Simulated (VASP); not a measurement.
# Sr3Te (I4/mmm) in VASP: notebook

The runs below take Sr3Te through single point, with PBE.

All numbers are computed with VASP 6.6.1; they aren't measurements. Logs are shortened: lines on timing, memory, paths and dates and some standing lists are left out, and cuts for length are marked.

## Step 1: The cell of the first run

The structure is tetragonal, space group I4/mmm (No. 139). Conventional cell: a = 4.842 Å, b = 4.842 Å, c = 11.956 Å, α = 90.00°, β = 90.00°, γ = 90.00°. Sr (site symmetry 4/mmm) has 4 Te at 3.42 Å and 8 Sr at 3.85 Å within 4.5 Å. Sr (site symmetry -4m2) has 8 Sr at 3.42 to 3.85 Å and 4 Te at 3.85 Å within 4.5 Å. Te (site symmetry 4/mmm) has 12 Sr at 3.42 to 3.85 Å within 4.5 Å.

## Step 2: Single point, PBE (Mg replaced by Sr, lengths x 1.173, strained)

File INCAR:

```
SYSTEM = Sr3Te
PREC = Accurate ; ENCUT = 520
EDIFF = 1E-7 ; ISMEAR = 0
SIGMA = 0.1 ; LREAL = .FALSE.
LASPH = .TRUE. ; NELM = 100
ALGO = Normal ; ISIF = 2
LWAVE = .FALSE. ; LCHARG = .TRUE.
GGA = PE ; LELF = .TRUE.
LVHAR = .TRUE. ; NBANDS = 26
```

File KPOINTS:

```
Automatic mesh
0
G
  12 12 12
  0 0 0
```

File POSCAR:

```
Sr3Te
1.0
   -2.4210242021      2.4210242021      5.9779706526
    2.4210242021     -2.4210242021      5.9779706526
    2.4210242021      2.4210242021     -5.9779706526
Sr Te
3 1
Direct
    0.5000000000      0.5000000000      0.0000000000
    0.7500000000      0.2500000000      0.5000000000
    0.2500000000      0.7500000000      0.5000000000
    0.0000000000      0.0000000000      0.0000000000
```

Potentials or basis: VASP PAW PBE potentials, release 64 (Sr_sv, Te).

Run with:

```console
> cat potpaw_PBE.64/Sr_sv/POTCAR potpaw_PBE.64/Te/POTCAR > POTCAR
> mpirun -np 1 vasp_std > vasp.out
```

OUTCAR:

```text
SYSTEM = Sr3Te
   PREC = Accurate
   ENCUT = 520
   EDIFF = 1E-7
   ISMEAR = 0
   LREAL = .FALSE.
   LASPH = .TRUE.
   NELM = 100
   ISIF = 2
   GGA = PE

 ion  position               nearest neighbor table
   1  0.500  0.500  0.000-   4 3.42   4 3.42   4 3.42   4 3.42   3 3.85   2 3.85   3 3.85   2 3.85
                             3 3.85   3 3.85   2 3.85   2 3.85
   2  0.750  0.250  0.500-   3 3.42   3 3.42   3 3.42   3 3.42   4 3.85   1 3.85   4 3.85   4 3.85
                             1 3.85   1 3.85   4 3.85   1 3.85
   3  0.250  0.750  0.500-   2 3.42   2 3.42   2 3.42   2 3.42   4 3.85   1 3.85   4 3.85   1 3.85
                             4 3.85   4 3.85   1 3.85   1 3.85
   4  0.000  0.000  0.000-   1 3.42   1 3.42   1 3.42   1 3.42   3 3.85   2 3.85   3 3.85   3 3.85
                             2 3.85   2 3.85   3 3.85   2 3.85

  LATTYP: Found a body centered tetragonal cell.
 ALAT       =     4.8420484042
 C/A-ratio  =     2.4691907860

  Lattice vectors:

 A1 = (  -2.4210242021,   2.4210242021,   5.9779706526)
 A2 = (   2.4210242021,  -2.4210242021,   5.9779706526)
 A3 = (   2.4210242021,   2.4210242021,  -5.9779706526)

Analysis of symmetry for initial positions (statically):
=====================================================================
 Subroutine PRICEL returns:
 Original cell was already a primitive cell.

 Routine SETGRP: Setting up the symmetry group for a
 body centered tetragonal supercell.

 Subroutine GETGRP returns: Found 16 space group operations
 (whereof 16 operations were pure point group operations)
 out of a pool of 16 trial point group operations.

The static configuration has the point symmetry D_4h.

Analysis of symmetry for dynamics (positions and initial velocities):
=====================================================================
 Subroutine PRICEL returns:
 Original cell was already a primitive cell.

 Routine SETGRP: Setting up the symmetry group for a
 body centered tetragonal supercell.

 Subroutine GETGRP returns: Found 16 space group operations
 (whereof 16 operations were pure point group operations)
 out of a pool of 16 trial point group operations.

The dynamic configuration has the point symmetry D_4h.

 Subroutine INISYM returns: Found 16 space group operations
 (whereof 16 operations are pure point group operations),
 and found     1 'primitive' translations

----------------------------------------------------------------------------------------

                                     Primitive cell

  volume of cell :     140.1561

  direct lattice vectors                    reciprocal lattice vectors
    -2.421024202  2.421024202  5.977970653     0.000000000  0.206524164  0.083640424
     2.421024202 -2.421024202  5.977970653     0.206524164  0.000000000  0.083640424
     2.421024202  2.421024202 -5.977970653     0.206524164  0.206524164  0.000000000

  length of vectors
     6.889038358  6.889038358  6.889038358     0.222818202  0.222818202  0.292069274

  position of ions in fractional coordinates (direct lattice)
     0.500000000  0.500000000  0.000000000
     0.750000000  0.250000000  0.500000000
     0.250000000  0.750000000  0.500000000
     0.000000000  0.000000000  0.000000000

  ion indices of the primitive-cell ions
   primitive index   ion index
                 1           1
                 2           2
                 3           3
                 4           4

----------------------------------------------------------------------------------------

 KPOINTS: Automatic mesh

Automatic generation of k-mesh.
 Grid dimensions read from file:
 generate k-points for:   12   12   12

 Generating k-lattice:

  Cartesian coordinates                     Fractional coordinates (reciprocal lattice)
     0.000000000  0.017210347  0.006970035     0.083333333  0.000000000  0.000000000
     0.017210347  0.000000000  0.006970035     0.000000000  0.083333333  0.000000000
     0.017210347  0.017210347  0.000000000     0.000000000  0.000000000  0.083333333

  Length of vectors
     0.018568183  0.018568183  0.024339106

  Shift w.r.t. Gamma in fractional coordinates (k-lattice)
     0.000000000  0.000000000  0.000000000

 Subroutine IBZKPT returns following result:
 ===========================================

 Found    163 irreducible k-points:

 Following reciprocal coordinates:
            Coordinates               Weight
  0.000000  0.000000  0.000000      1.000000
  0.083333  0.000000 -0.000000      8.000000
  0.166667  0.000000  0.000000      8.000000
  0.250000  0.000000 -0.000000      8.000000
  0.333333  0.000000 -0.000000      8.000000
  0.416667  0.000000 -0.000000      8.000000
[... 16 lines left out ...]
  0.500000  0.166667 -0.000000     16.000000
 -0.416667  0.166667  0.000000     16.000000
 [... further k-points ...]
   k-points           NKPTS =    163   k-points in BZ     NKDIM =    163   number of bands    NBANDS=     26
   number of dos      NEDOS =    301   number of ions     NIONS =      4
   total plane-waves  NPLWV = 157464
   dimension x,y,z NGX =    54 NGY =   54 NGZ =   54
   dimension x,y,z NGXF=   108 NGYF=  108 NGZF=  108
   ions per type =               3   1
   NGX,Y,Z   is equivalent  to a cutoff of  13.03, 13.03, 13.03 a.u.
   NGXF,Y,Z  is equivalent  to a cutoff of  26.06, 26.06, 26.06 a.u.
 SYSTEM =  Sr3Te
   PREC   = accura    normal or accurate (medium, high low for compatibility)
   ISTART =      0    job   : 0-new  1-cont  2-samecut
   ICHARG =      2    charge: 1-file 2-atom 10-const
   ISPIN  =      1    spin polarized calculation?
   LNONCOLLINEAR =      F non collinear calculations
   LSORBIT =      F    spin-orbit coupling
   LASPH  =      T    aspherical Exc in radial PAW
   ENCUT  =  520.0 eV  38.22 Ry    6.18 a.u.  12.81 12.81 12.81*2*pi/ulx,y,z
   NELM   =    100;   NELMIN=  2; NELMDL= -5     # of ELM steps
   EDIFF  = 0.1E-06   stopping-criterion for ELM
   LREAL  =      F    real-space projection
   EDIFFG = 0.1E-05   stopping-criterion for IOM
   NSW    =      0    number of steps for IOM
   IBRION =     -1    ionic relax: 0-MD 1-quasi-New 2-CG
   NFREE  =      0    steps in history (QN), initial steepest desc. (CG)
   ISIF   =      2    stress and relaxation
   ISYM   =      2    0-nonsym 1-usesym 2-fastsym
   POTIM  = 0.5000    time-step for ionic-motion
   TEBEG  =    0.0;   TEEND  =   0.0 temperature during run
   PSTRESS=    0.0 pullay stress
   NELECT =      36.0000    total number of electrons
   NUPDOWN=      -1.0000    fix difference up-down
   EMIN   =  10.00;   EMAX   =-10.00  energy-range for DOS
   EFERMI =   0.00;   METHOD = LEGACY
   ISMEAR =     0;   SIGMA  =   0.10  broadening in eV -4-tet -1-fermi 0-gaus
   EFERMI_NEDOS =   21; number of points for ismear=-14 and -15
   IALGO  =     38    algorithm
   IMIX   =      4    mixing-type and parameters
     AMIX     =   0.40;   BMIX     =  1.00
     AMIX_MAG =   1.60;   BMIX_MAG =  1.00
  volume/ion in A,a.u.               =      35.04       236.46
  Fermi-wavevector in a.u.,A,eV,Ry     =   1.040651  1.966545 14.734482  1.082954
  Thomas-Fermi vector in A             =   2.175236
   LORBIT       =      0    0 simple, 1 ext, 2 COOP (PROOUT), +10 PAW based schemes
   GGA     = PE    functional components
   LHFCALC =     F    Hartree Fock is set to
   AEXX    =    0.0000 exact exchange contribution
   IVDW    =     0    specifies the selected vdW correction
   LEPSILON=     F    determine dielectric tensor
   LRPA    =     F    only Hartree local field effects (RPA)
 non-spin polarized calculation
 Gauss-broadening in eV      SIGMA  =   0.10
  energy-cutoff  :      520.00
  volume of cell :      140.16
 maximum number of plane-waves:      3806
 NGX is ok and might be reduce to    54
   NGX = 25   NGY = 25   NGZ = 25

 number of electron      36.0000000 magnetization

 Free energy of the ion-electron system (eV)
  ---------------------------------------------------
  ext. energy  EPLUGINS =         0.00000000
  ---------------------------------------------------
  free energy    TOTEN  =        -9.88194851 eV

  energy without entropy =       -9.87376907  energy(sigma->0) =       -9.87785879

 E-fermi :   4.3711     XC(G=0):  -8.8595

 val. band max:        4.3661159188   @ k =  -0.0833   0.2500   0.0833
 cond. band min:       4.3731489282   @ k =  -0.1667  -0.2500   0.1667
 fundamental gap:      0.0070330094
 Fermi energy:         4.3710840762

 k-point     1 :       0.0000    0.0000    0.0000
  band No.  band energies     occupation
      1     -31.9008      2.00000
      2     -31.7510      2.00000
      3     -31.7331      2.00000
      4     -14.1988      2.00000
      5     -14.1988      2.00000
      6     -14.1506      2.00000
[... 18 lines left out ...]
     25       6.7423      0.00000
     26       7.1961      0.00000

 k-point     2 :       0.0833    0.0000   -0.0000
  band No.  band energies     occupation
      1     -31.8982      2.00000
      2     -31.7535      2.00000
      3     -31.7331      2.00000
      4     -14.1945      2.00000
      5     -14.1886      2.00000
      6     -14.1402      2.00000
[... 18 lines left out ...]
     25       6.7880      0.00000
     26       7.3667      0.00000

 k-point     3 :       0.1667    0.0000    0.0000
  band No.  band energies     occupation
      1     -31.8904      2.00000
      2     -31.7607      2.00000
      3     -31.7334      2.00000
      4     -14.1784      2.00000
      5     -14.1586      2.00000
      6     -14.1144      2.00000
[... 572 lines left out ...]
 k-point    23 :       0.5000    0.1667   -0.0000
  band No.  band energies     occupation
      1     -31.8247      2.00000
      2     -31.8231      2.00000
      3     -31.7348      2.00000
      4     -14.1454      2.00000
      5     -14.1167      2.00000
      6     -14.0492      2.00000
[... 18 lines left out ...]
     25       7.2600      0.00000
     26       7.4135      0.00000

 k-point    24 :      -0.4167    0.1667    0.0000
  band No.  band energies     occupation
      1     -31.8414      2.00000
      2     -31.8070      2.00000
      3     -31.7344      2.00000
      4     -14.1988      2.00000
      5     -14.0452      2.00000
      6     -14.0402      2.00000
[... 18 lines left out ...]
     25       7.0746      0.00000
     26       7.4129      0.00000

 [... further k-points ...]

------------------------ aborting loop because EDIFF is reached ----------------------------------------

  FORCE on cell =-STRESS in cart. coord.  units (eV):
  Direction    XX          YY          ZZ          XY          YZ          ZX
  --------------------------------------------------------------------------------------
  -------------------------------------------------------------------------------------
  Total        4.2161275      4.2161275      3.5416660      0.0000000      0.0000000      0.0000000
  in kB       48.1961429     48.1961429     40.4861198      0.0000000      0.0000000      0.0000000
  external PRESSURE =      45.6261352 kB  Pullay stress =       0.0000000 kB

 VOLUME and BASIS-vectors are now :
 -----------------------------------------------------------------------------
  energy-cutoff  :      520.00
  volume of cell :      140.16
      direct lattice vectors                 reciprocal lattice vectors
    -2.421024202  2.421024202  5.977970653     0.000000000  0.206524164  0.083640424
     2.421024202 -2.421024202  5.977970653     0.206524164  0.000000000  0.083640424
     2.421024202  2.421024202 -5.977970653     0.206524164  0.206524164  0.000000000

 POSITION                                       TOTAL-FORCE (eV/Angst)
 -----------------------------------------------------------------------------------
      0.00000      0.00000      5.97797        -0.000000     -0.000000      0.000000
      0.00000      2.42102      2.98899        -0.000000     -0.000000      0.000000
      2.42102      0.00000      2.98899         0.000000      0.000000     -0.000000
      0.00000      0.00000      0.00000        -0.000000     -0.000000      0.000000
 -----------------------------------------------------------------------------------
    total drift:                               -0.000000      0.000000      0.000000

  FREE ENERGIE OF THE ION-ELECTRON SYSTEM (eV)
  ---------------------------------------------------
  free  energy   TOTEN  =        -9.8819485063 eV

  energy  without entropy=       -9.8737690688  energy(sigma->0) =       -9.87785879
```

It took 13 min on 1 thread of Intel Xeon Platinum 8488C (Sapphire Rapids), shared host; peak memory 0.77 GiB.

Results:

```yaml
Free_energy: -9.8819 eV
Pressure: 4.6 GPa
Band_gap_on_the_k_mesh: zero (band 18 reaches 4.53 eV, above the bottom of band 19 at 3.89 eV)
```

Caveat: the cell differs from its parent crystal (Mg replaced by Sr, lengths x 1.173, strained); spin-orbit coupling is left out, which moves the levels of the heavy elements.

## Step 3: Single point, PBE (Mg replaced by Sr, lengths x 1.173, strained)

File INCAR:

```
PREC = Accurate ; ENCUT = 520
EDIFF = 1E-6 ; ISMEAR = 0
SIGMA = 0.1 ; LREAL = False
LASPH = True ; NELM = 100
ALGO = Normal ; ISIF = 2
LWAVE = False ; LCHARG = False
GGA = PE ; NBANDS = 26
```

File KPOINTS:

```
Automatic mesh
0
Gamma
  6 6 6
```

POSCAR is that of step 2.

Potentials or basis: VASP PAW PBE potentials, release 64 (Sr_sv, Te).

Run with:

```console
> cat potpaw_PBE.64/Sr_sv/POTCAR potpaw_PBE.64/Te/POTCAR > POTCAR
> mpirun -np 1 vasp_std > vasp.out
```

Run time: 2.8 min. Hardware: 1 thread of Intel Xeon Platinum 8488C (Sapphire Rapids), shared host; peak memory 0.43 GiB.

The run converged. Its results:

| Item | Value |
| --- | --- |
| Free energy | -9.8786 eV |
| Pressure | 4.6 GPa |
| Band gap on the k mesh | zero (band 18 reaches 4.42 eV, above the bottom of band 19 at 3.89 eV) |

Stress tensor (GPa, compression positive):
```
4.80 0.00 0.00
0.00 4.80 0.00
0.00 0.00 4.07
```

Levels at points of the mesh, in eV from the Fermi level:
```
           k point  band 15  band 16  band 17  band 18  band 19  band 20  band 21  band 22
(0.00, 0.00, 0.00)    -2.91    -2.91    -2.69    -0.44     0.18     0.20     0.57     1.84
(0.50, 0.00, 0.00)    -3.74    -3.29    -0.60    -0.44     1.17     1.35     1.42     1.79
(0.50, 0.50, 0.00)    -3.63    -3.42    -0.95    -0.80     0.65     0.71     1.06     1.60
(0.50, 0.50, 0.50)    -2.74    -2.74    -1.31    -0.53    -0.51     0.25     0.25     0.81
```

Caveat: the cell differs from its parent crystal (Mg replaced by Sr, lengths x 1.173, strained); spin-orbit coupling is left out, which moves the levels of the heavy elements.
